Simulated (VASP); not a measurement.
Input of a VASP 6.6.1 run:

File INCAR:

```
SYSTEM = AlIn3As4
PREC = Accurate
ENCUT = 500
EDIFF = 1E-6
ISMEAR = -1
SIGMA = 0.02
LREAL = .False.
LASPH = .True.
NELM = 120
ALGO = Normal
ISIF = 2
LWAVE = .False.
LCHARG = .True.
GGA = PE
LELF = .True.
LVHAR = .True.
NBANDS = 41
GGA_COMPAT = .False.
```

File KPOINTS:

```
regular mesh
0
Gamma
  6 4 4
  0 0 0
```

POSCAR

```
AlIn3As4
1.0
    4.2898569396      0.0000000000      0.0000000000
    0.0000000000      4.2933914843      6.0701749650
    0.0000000000     -4.2933914843      6.0701749650
Al In As
1 3 4
Direct
    0.0000000000      0.0001340164      0.0001340164
    0.5000000000      0.0012185181      0.4989000224
    0.5000000000      0.4989000224      0.0012185181
    0.0000000000      0.4990595405      0.4990595405
    0.5000000000      0.1145049294      0.1145049294
    0.0000000000      0.1195287991      0.6416012898
    0.0000000000      0.6416012898      0.1195287991
    0.5000000000      0.6250528844      0.6250528844
```

Potentials or basis: VASP PAW PBE potentials, release 64 (Al, In_d, As).

Run with:

```console
$ cat potpaw_PBE.64/Al/POTCAR potpaw_PBE.64/In_d/POTCAR potpaw_PBE.64/As/POTCAR > POTCAR
$ mpirun -np 1 vasp_std > vasp.out
```

Q: What does it give for the largest force?

A: 0.003 eV/Å.

Q: Predict the pressure.

A: 0.1 GPa.

Q: Predict the band gap on the k mesh.

A: 0.09 eV.

Forces in eV/Å, atoms in the order of the input:
```
Al   0.000  0.000 -0.002
In   0.000 -0.001 -0.001
In   0.000  0.001 -0.001
In   0.000  0.000  0.003
As   0.000  0.000  0.003
As   0.000  0.003 -0.001
As   0.000 -0.003 -0.001
As   0.000  0.000 -0.001
```

Caveat: semilocal functionals underestimate gaps, and a narrow one can read as zero; spin-orbit coupling is left out, which moves the levels of the heavy elements.
